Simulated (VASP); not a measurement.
Write the native input for VASP 6.6.1 that does the following.

```yaml
Task: single point
Functional: PBE
Potentials_or_basis: VASP PAW PBE potentials, release 64 (Si, C)
Cutoff: 520 eV
k_mesh: 6 × 6 × 2
Occupations: gaussian, width 0.1 eV
Spin: collinear spin, ferromagnetic start
Starting_moments: "[0.0, 0.0, 0.0, 0.0, 1.0, 1.0] μB"
Dipole_correction: no
Further_INCAR_settings: ALGO = Normal; EDIFF = 1e-06; NBANDS = 25
```

The structure of Si2C lies in POSCAR:

```
Si2C
1.0
    2.7395066700      0.0000000000      0.0000000000
   -1.3697533300      2.3724823700      0.0000000000
    0.0000000000      0.0000000000     13.2953734200
Si C
4 2
Direct
    0.3333333300      0.6666666700      0.8333333300
    0.3333333300      0.6666666700      0.1666666700
    0.3333333300      0.6666666700      0.5000000000
    0.6666666700      0.3333333300      0.0000000000
    0.6666666700      0.3333333300      0.3333333300
    0.6666666700      0.3333333300      0.6666666700
```

These files were run (other wordings do the same):

INCAR

```
SYSTEM = Si2C
PREC = Accurate
ENCUT = 520
EDIFF = 1E-6
ISMEAR = 0
SIGMA = 0.1
LREAL = .FALSE.
LASPH = .TRUE.
NELM = 150
ALGO = Normal
ISIF = 2
LWAVE = .FALSE.
LCHARG = .FALSE.
ISPIN = 2
MAGMOM = 0 0 0 0 1 1
LORBIT = 11
GGA = PE
NBANDS = 25
```

KPOINTS

```
regular mesh
0
G
  6 6 2
  0 0 0
```

Potentials or basis: VASP PAW PBE potentials, release 64 (Si, C).

Command:

```bash
$ cat potpaw_PBE.64/Si/POTCAR potpaw_PBE.64/C/POTCAR > POTCAR
$ mpirun -np 1 vasp_std > vasp.out
```

It gave:

| Quantity | Value |
| --- | --- |
| Pressure | -13.8 GPa |
| Largest force | 1.489 eV/Å |
| Band gap on the k mesh | zero (filled and empty bands overlap) |
| Net moment | 0.00 μB per cell |
| Valence electrons inside the program's atomic spheres | Si 1.49, 1.46, 1.55; C 2.01 |

Caveat: the k points lie up to 0.44 Å⁻¹ apart; forces of over 1 eV/Å act on the atoms, so gaps and moduli don't describe the material at rest.

Run time: 65 s on 1 thread of Intel(R) Xeon(R) Platinum 8259CL CPU @ 2.50GHz (Skylake/Cascade Lake), with other jobs on the host, peak memory 0.23 GiB.
